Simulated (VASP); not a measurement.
The system is Fe.

```xyz
1
Lattice="-1.3746 1.3746 1.3746 1.3746 -1.3746 1.3746 1.3746 1.3746 -1.3746" Properties=species:S:1:pos:R:3 pbc="T T T"
Fe    0.0000    0.0000    0.0000
```

Base run:

* Program: VASP 6.6.1
* Functional: LDA
* Potentials or basis: VASP PAW LDA potentials, release 64 (Fe_sv)
* Cutoff: 600 eV
* k mesh: 16 × 16 × 16
* Occupations: methfessel-paxton, width 1 eV
* Spin: collinear spin, ferromagnetic start
* Starting moments: [1.988] μB

Its results: pressure -6.7 GPa; net moment 1.85 μB per cell; site moments Fe +1.83 μB.

Question: The run is repeated on the same cell with these changes: occupations from methfessel-paxton, width 1 eV to fermi-dirac, width 0.2 eV. What comes out?

Answer: Pressure -4.8 GPa; net moment 1.83 μB per cell; site moments Fe +1.79 μB.
